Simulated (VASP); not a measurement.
Mg2Sn:

```xyz
3
Lattice="0.0000 3.4081 3.4081 3.4081 0.0000 3.4081 3.4081 3.4081 0.0000" Properties=species:S:1:pos:R:3 pbc="T T T"
Mg    1.7040    1.7040    1.7040
Mg    5.1121    5.1121    5.1121
Sn    0.0000    0.0000    0.0000
```

Base run:

* Program: VASP 6.6.1
* Functional: PBE
* Dispersion: D4
* Potentials or basis: VASP PAW PBE potentials, release 64 (Mg, Sn_d)
* Cutoff: 600 eV
* k mesh: 10 × 10 × 10
* Occupations: gaussian, width 0.05 eV
* Spin: no spin polarisation

Its results: band gap on the k mesh zero (bands 9 and 10 overlap by 0.20 eV); pressure -1.4 GPa.

Q: The run is repeated on the same cell with these changes: dispersion from D4 to none. What comes out?

A: Band gap on the k mesh zero (bands 9 and 10 overlap by 0.20 eV); pressure 0.0 GPa.

Dispersion adds attraction, which lowers the pressure at fixed volume and, as a term added to the energy, leaves the levels alone.

Caveats: spin-orbit coupling is left out, which moves the levels of the heavy elements.
